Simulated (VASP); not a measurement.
# Li (I4_1/amd) in VASP: further runs

The runs below take Li through relaxation of shape and atoms at fixed volume, relaxation of cell and atoms, with PBE.

Everything below comes from runs of VASP 6.6.1. Logs are shortened: lines on timing, memory, paths and dates and some standing lists are left out, and cuts for length are marked.

## (1) The cell of the first run

The structure is tetragonal, space group I4_1/amd (No. 141). Conventional cell: a = 5.133 Å, b = 5.133 Å, c = 2.777 Å, α = 90.00°, β = 90.00°, γ = 90.00°. Within 3.5 Å of Li (site symmetry -4m2) lie 10 Li at 2.66 to 3.31 Å.

## (2) Relaxation of shape and atoms at fixed volume, PBE

INCAR reads:

```
ALGO = Normal
EDIFF = 1E-6
EDIFFG = -0.005
ENCUT = 600
GGA = PE
IBRION = 2
ISIF = 4
ISMEAR = -1
LASPH = T
LCHARG = F
LREAL = F
LWAVE = F
NELM = 80
NSW = 50
PREC = Accurate
SIGMA = 0.08
```

KPOINTS reads:

```
k-points
0
Gamma
  15 15 15
```

POSCAR reads:

```
Li
1.0
   -2.5665877974      2.5665877974      1.3884028155
    2.5665877974     -2.5665877974      1.3884028155
    2.5665877974      2.5665877974     -1.3884028155
Li
2
Direct
   -0.3750000000     -0.1250000000     -0.2500000000
    0.3750000000      0.1250000000      0.2500000000
```

Potentials or basis: VASP PAW PBE potentials, release 64 (Li_sv).

Started as:

```
> cat potpaw_PBE.64/Li_sv/POTCAR > POTCAR
> mpirun -np 1 vasp_std > vasp.out
```

OUTCAR:

```text
EDIFF = 1E-6
   EDIFFG = -0.005
   ENCUT = 600
   GGA = PE
   IBRION = 2
   ISIF = 4
   ISMEAR = -1
   LASPH = T
   LREAL = F
   NELM = 80
   NSW = 50
   PREC = Accurate

 ion  position               nearest neighbor table
   1  0.625  0.875  0.750-
   2  0.375  0.125  0.250-

  LATTYP: Found a body centered tetragonal cell.
 ALAT       =     5.1331755948
 C/A-ratio  =     0.5409527844

  Lattice vectors:

 A1 = (  -2.5665877974,   2.5665877974,   1.3884028155)
 A2 = (   2.5665877974,  -2.5665877974,   1.3884028155)
 A3 = (   2.5665877974,   2.5665877974,  -1.3884028155)

Analysis of symmetry for initial positions (statically):
=====================================================================
 Subroutine PRICEL returns:
 Original cell was already a primitive cell.

 Routine SETGRP: Setting up the symmetry group for a
 body centered tetragonal supercell.

 Subroutine GETGRP returns: Found 16 space group operations
 (whereof  4 operations were pure point group operations)
 out of a pool of 16 trial point group operations.

The static configuration has the point symmetry C_2h.
 The point group associated with its full space group is D_4h.

Analysis of symmetry for dynamics (positions and initial velocities):
=====================================================================
 Subroutine PRICEL returns:
 Original cell was already a primitive cell.

 Routine SETGRP: Setting up the symmetry group for a
 body centered tetragonal supercell.

 Subroutine GETGRP returns: Found 16 space group operations
 (whereof  4 operations were pure point group operations)
 out of a pool of 16 trial point group operations.

The dynamic configuration has the point symmetry C_2h.
 The point group associated with its full space group is D_4h.

 Subroutine INISYM returns: Found 16 space group operations
 (whereof  4 operations are pure point group operations),
 and found     1 'primitive' translations

----------------------------------------------------------------------------------------

                                     Primitive cell

  volume of cell :      36.5837

  direct lattice vectors                    reciprocal lattice vectors
    -2.566587797  2.566587797  1.388402816     0.000000000  0.194811181  0.360126034
     2.566587797 -2.566587797  1.388402816     0.194811181  0.000000000  0.360126034
     2.566587797  2.566587797 -1.388402816     0.194811181  0.194811181  0.000000000

  length of vectors
     3.886181702  3.886181702  3.886181702     0.409441274  0.409441274  0.275504614

  position of ions in fractional coordinates (direct lattice)
     0.625000000  0.875000000  0.750000000
     0.375000000  0.125000000  0.250000000

  ion indices of the primitive-cell ions
   primitive index   ion index
                 1           1
                 2           2

----------------------------------------------------------------------------------------

 KPOINTS: k-points

Automatic generation of k-mesh.
 Grid dimensions read from file:
 generate k-points for:   15   15   15

 Generating k-lattice:

  Cartesian coordinates                     Fractional coordinates (reciprocal lattice)
     0.000000000  0.012987412  0.024008402     0.066666667 -0.000000000  0.000000000
     0.012987412  0.000000000  0.024008402    -0.000000000  0.066666667  0.000000000
     0.012987412  0.012987412  0.000000000     0.000000000  0.000000000  0.066666667

  Length of vectors
     0.027296085  0.027296085  0.018366974

  Shift w.r.t. Gamma in fractional coordinates (k-lattice)
     0.000000000  0.000000000  0.000000000

 Subroutine IBZKPT returns following result:
 ===========================================

 Found    288 irreducible k-points:

 Following reciprocal coordinates:
            Coordinates               Weight
  0.000000  0.000000  0.000000      1.000000
  0.066667  0.000000 -0.000000      8.000000
  0.133333  0.000000 -0.000000      8.000000
  0.200000  0.000000 -0.000000      8.000000
  0.266667  0.000000 -0.000000      8.000000
  0.333333  0.000000  0.000000      8.000000
[... 16 lines left out ...]
  0.133333  0.133333 -0.000000      8.000000
  0.200000  0.133333  0.000000     16.000000
 [... further k-points ...]
   k-points           NKPTS =    288   k-points in BZ     NKDIM =    288   number of bands    NBANDS=      7
   number of dos      NEDOS =    301   number of ions     NIONS =      2
   total plane-waves  NPLWV =  32768
   dimension x,y,z NGX =    32 NGY =   32 NGZ =   32
   dimension x,y,z NGXF=    64 NGYF=   64 NGZF=   64
   ions per type =               2
   NGX,Y,Z   is equivalent  to a cutoff of  13.69, 13.69, 13.69 a.u.
   NGXF,Y,Z  is equivalent  to a cutoff of  27.38, 27.38, 27.38 a.u.
 SYSTEM =  unknown system
   PREC   = accura    normal or accurate (medium, high low for compatibility)
   ISTART =      0    job   : 0-new  1-cont  2-samecut
   ICHARG =      2    charge: 1-file 2-atom 10-const
   ISPIN  =      1    spin polarized calculation?
   LNONCOLLINEAR =      F non collinear calculations
   LSORBIT =      F    spin-orbit coupling
   LASPH  =      T    aspherical Exc in radial PAW
   ENCUT  =  600.0 eV  44.10 Ry    6.64 a.u.   7.76  7.76  7.76*2*pi/ulx,y,z
   NELM   =     80;   NELMIN=  2; NELMDL= -5     # of ELM steps
   EDIFF  = 0.1E-05   stopping-criterion for ELM
   LREAL  =      F    real-space projection
   EDIFFG = -.5E-02   stopping-criterion for IOM
   NSW    =     50    number of steps for IOM
   IBRION =      2    ionic relax: 0-MD 1-quasi-New 2-CG
   NFREE  =      1    steps in history (QN), initial steepest desc. (CG)
   ISIF   =      4    stress and relaxation
   ISYM   =      2    0-nonsym 1-usesym 2-fastsym
   POTIM  = 0.5000    time-step for ionic-motion
   TEBEG  =    0.0;   TEEND  =   0.0 temperature during run
   PSTRESS=    0.0 pullay stress
   NELECT =       6.0000    total number of electrons
   NUPDOWN=      -1.0000    fix difference up-down
   EMIN   =  10.00;   EMAX   =-10.00  energy-range for DOS
   EFERMI =   0.00;   METHOD = LEGACY
   ISMEAR =    -1;   SIGMA  =   0.08  broadening in eV -4-tet -1-fermi 0-gaus
   EFERMI_NEDOS =   21; number of points for ismear=-14 and -15
   IALGO  =     38    algorithm
   IMIX   =      4    mixing-type and parameters
     AMIX     =   0.40;   BMIX     =  1.00
     AMIX_MAG =   1.60;   BMIX_MAG =  1.00
  volume/ion in A,a.u.               =      18.29       123.44
  Fermi-wavevector in a.u.,A,eV,Ry     =   0.896113  1.693408 10.925725  0.803018
  Thomas-Fermi vector in A             =   2.018530
   LORBIT       =      0    0 simple, 1 ext, 2 COOP (PROOUT), +10 PAW based schemes
   GGA     = PE    functional components
   LHFCALC =     F    Hartree Fock is set to
   AEXX    =    0.0000 exact exchange contribution
   IVDW    =     0    specifies the selected vdW correction
   LEPSILON=     F    determine dielectric tensor
   LRPA    =     F    only Hartree local field effects (RPA)
 conjugate gradient relaxation of ions
 non-spin polarized calculation
  energy-cutoff  :      600.00
  volume of cell :       36.58
 maximum number of plane-waves:      1253
   NGX = 15   NGY = 15   NGZ = 15

 number of electron       5.9999998 magnetization

 Free energy of the ion-electron system (eV)
  ---------------------------------------------------
  ext. energy  EPLUGINS =         0.00000000
  ---------------------------------------------------
  free energy    TOTEN  =        -3.65521652 eV

  energy without entropy =       -3.63600291  energy(sigma->0) =       -3.64560971

 E-fermi :   0.8730     XC(G=0):  -7.2983

 val. band max:        0.8682772818   @ k =  -0.3333   0.4667   0.3333
 cond. band min:       0.8733193123   @ k =   0.4000   0.2000   0.0667
 fundamental gap:      0.0050420305
 Fermi energy:         0.8730475245

 k-point     1 :       0.0000    0.0000    0.0000
  band No.  band energies     occupation
      1     -45.6239      2.00000
      2     -45.5656      2.00000
      3      -2.7435      2.00000
      4       4.8049      0.00000
      5       4.8049      0.00000
      6       7.3677      0.00000
      7      10.4357      0.00000

 k-point     2 :       0.0667    0.0000   -0.0000
  band No.  band energies     occupation
      1     -45.6225      2.00000
      2     -45.5653      2.00000
      3      -2.6634      2.00000
      4       4.7045      0.00000
      5       4.8627      0.00000
      6       7.6847      0.00000
      7      10.2457      0.00000

 k-point     3 :       0.1333    0.0000   -0.0000
  band No.  band energies     occupation
      1     -45.6186      2.00000
      2     -45.5648      2.00000
      3      -2.4233      2.00000
      4       4.5310      0.00000
      5       5.0203      0.00000
      6       8.5043      0.00000
      7       9.7315      0.00000

 k-point     4 :       0.2000    0.0000   -0.0000
  band No.  band energies     occupation
      1     -45.6128      2.00000
      2     -45.5642      2.00000
      3      -2.0228      2.00000
      4       4.4444      0.00000
      5       5.2269      0.00000
      6       8.9391      0.00000
      7       9.6401      0.00000

 k-point     5 :       0.2667    0.0000   -0.0000
  band No.  band energies     occupation
      1     -45.6058      2.00000
      2     -45.5638      2.00000
      3      -1.4627      2.00000
      4       4.5139      0.00000
      5       5.3800      0.00000
      6       7.8092      0.00000
      7      10.1791      0.00000

 k-point     6 :       0.3333    0.0000    0.0000
  band No.  band energies     occupation
      1     -45.5987      2.00000
      2     -45.5638      2.00000
      3      -0.7507      2.00000
      4       4.7579      0.00000
      5       5.2189      0.00000
      6       6.6454      0.00000
      7       9.4593      0.00000

 k-point     7 :       0.4000    0.0000   -0.0000
  band No.  band energies     occupation
      1     -45.5928      2.00000
      2     -45.5642      2.00000
      3       0.0808      1.99990
      4       4.3069      0.00000
      5       5.1579      0.00000
      6       6.1773      0.00000
      7       8.3861      0.00000
[... 121 lines left out ...]
 k-point    20 :      -0.2000    0.0667    0.0000
  band No.  band energies     occupation
      1     -45.6168      2.00000
      2     -45.5665      2.00000
      3      -2.3132      2.00000
      4       3.8247      0.00000
      5       5.0768      0.00000
      6       9.1523      0.00000
      7      10.0733      0.00000

 k-point    21 :      -0.1333    0.0667    0.0000
  band No.  band energies     occupation
      1     -45.6212      2.00000
      2     -45.5665      2.00000
      3      -2.5904      2.00000
      4       4.0578      0.00000
      5       4.9341      0.00000
      6       8.3428      0.00000
      7      10.4673      0.00000

 k-point    22 :      -0.0667    0.0667    0.0000
  band No.  band energies     occupation
      1     -45.6232      2.00000
      2     -45.5661      2.00000
      3      -2.7068      2.00000
      4       4.3914      0.00000
      5       4.8543      0.00000
      6       7.7829      0.00000
      7      10.5500      0.00000

 k-point    23 :       0.1333    0.1333   -0.0000
  band No.  band energies     occupation
      1     -45.6078      2.00000
      2     -45.5620      2.00000
      3      -1.6110      2.00000
      4       4.7464      0.00000
      5       6.2115      0.00000
      6       7.8237      0.00000
      7       9.8808      0.00000

 k-point    24 :       0.2000    0.1333    0.0000
  band No.  band energies     occupation
      1     -45.6012      2.00000
      2     -45.5615      2.00000
      3      -0.9710      2.00000
      4       4.8524      0.00000
      5       6.5594      0.00000
      6       6.8351      0.00000
      7       8.6460      0.00000

 [... further k-points ...]

------------------------ aborting loop because EDIFF is reached ----------------------------------------

  FORCE on cell =-STRESS in cart. coord.  units (eV):
  Direction    XX          YY          ZZ          XY          YZ          ZX
  --------------------------------------------------------------------------------------
  -------------------------------------------------------------------------------------
  Total        0.3347786      0.3347786      0.3497088     -0.0000000      0.0000000      0.0000000
  in kB       14.6615703     14.6615703     15.3154369     -0.0000000      0.0000000      0.0000000
  external PRESSURE =      14.8795258 kB  Pullay stress =       0.0000000 kB

 VOLUME and BASIS-vectors are now :
 -----------------------------------------------------------------------------
  energy-cutoff  :      600.00
  volume of cell :       36.58
      direct lattice vectors                 reciprocal lattice vectors
    -2.566587797  2.566587797  1.388402816     0.000000000  0.194811181  0.360126034
     2.566587797 -2.566587797  1.388402816     0.194811181  0.000000000  0.360126034
     2.566587797  2.566587797 -1.388402816     0.194811181  0.194811181  0.000000000

 POSITION                                       TOTAL-FORCE (eV/Angst)
 -----------------------------------------------------------------------------------
      2.56659      1.28329      1.04130         0.000000     -0.000000      0.000000
      0.00000      1.28329      0.34710        -0.000000      0.000000     -0.000000
 -----------------------------------------------------------------------------------
    total drift:                                0.000000     -0.000000      0.000000

  FREE ENERGIE OF THE ION-ELECTRON SYSTEM (eV)
  ---------------------------------------------------
  free  energy   TOTEN  =        -3.6552165167 eV

  energy  without entropy=       -3.6360029075  energy(sigma->0) =       -3.64560971

 reached required accuracy - stopping structural energy minimisation
```

It took 45 s on 1 thread of AMD EPYC 9R14 (Zen 4), shared host; peak memory 0.17 GiB.

What came out:

```
Free energy             : -3.6552 eV
Pressure after relaxing : 1.5 GPa
Band gap on the k mesh  : zero (bands 3 and 4 overlap by 2.99 eV)
```

Final structure:
```
CELL_PARAMETERS angstrom
-2.56659 2.56659 1.38840
2.56659 -2.56659 1.38840
2.56659 2.56659 -1.38840
ATOMIC_POSITIONS crystal
Li 0.62500 0.87500 0.75000
Li 0.37500 0.12500 0.25000
```

Caveat: the cutoff is under 1.25 times the usual one of these potentials, so pressure, stress and relaxed cells hold a basis-set (Pulay) error.

## (3) Relaxation of cell and atoms, PBE

This run uses another cell than the first one, of 20.80 Å³/atom.

INCAR reads:

```
  ALGO = Normal
  EDIFF = 1E-6
  EDIFFG = -0.005
  ENCUT = 600
  GGA = PE
  IBRION = 2
  ISIF = 3
  ISMEAR = -1
  LASPH = T
  LCHARG = F
  LREAL = F
  LWAVE = F
  NELM = 60
  NSW = 60
  PREC = Accurate
  SIGMA = 0.08
```

KPOINTS is that of step 2.

POSCAR reads:

```
Li
1.0
   -2.6639994006      2.6639994006      1.4651996703
    2.6639994006     -2.6639994006      1.4651996703
    2.6639994006      2.6639994006     -1.4651996703
Li
2
Direct
   -0.3750000000     -0.1250000000     -0.2500000000
    0.3750000000      0.1250000000      0.2500000000
```

Potentials or basis: VASP PAW PBE potentials, release 64 (Li_sv).

Started as:

```
> cat potpaw_PBE.64/Li_sv/POTCAR > POTCAR
> mpirun -np 1 vasp_std > vasp.out
```

Wall time 2.6 min (1 thread of AMD EPYC 9R14 (Zen 4), shared host); peak memory 0.19 GiB.

The run converged. Its results:

```
Free energy                           : -3.6762 eV
Relaxed volume                        : 20.11 Å³/atom
Relaxed cell                          : a = 4.010 Å, b = 4.010 Å, c = 4.010 Å, α = 97.34°, β = 97.34°, γ = 138.11°
Space group after relaxing (to 0.1 Å) : I4_1/amd (No. 141)
Energy gained by relaxing             : 1.3 meV/atom
Ionic steps                           : 5
Pressure after relaxing               : 0.0 GPa
Band gap on the k mesh                : zero (bands 3 and 4 overlap by 2.90 eV)
```

Step by step:
| step | energy change (eV) | largest force (eV/Å) | pressure (GPa) | volume (Å³) |
| --- | --- | --- | --- | --- |
| 1 | 0.0000 | 0.0000 | -0.40 | 41.59 |
| 2 | -0.0010 | 0.0000 | -0.32 | 41.28 |
| 3 | -0.0024 | 0.0000 | -0.12 | 40.58 |
| 4 | -0.0010 | 0.0000 | 0.34 | 39.20 |
| 5 | -0.0026 | 0.0000 | -0.01 | 40.22 |

Final structure:
```
Li
1.0
    -2.64836    2.64836    1.43367
     2.64836   -2.64836    1.43367
     2.64836    2.64836   -1.43367
Li
2
Direct
  0.62500 0.87500 0.75000
  0.37500 0.12500 0.25000
```

Levels at points of the mesh, in eV from the Fermi level:
```
           k point  band 1  band 2  band 3  band 4  band 5  band 6  band 7
(0.00, 0.00, 0.00)  -46.64  -46.60   -3.50    3.70    3.70    6.18    8.79
```

Caveat: the cutoff is under 1.25 times the usual one of these potentials, so pressure, stress and relaxed cells hold a basis-set (Pulay) error.
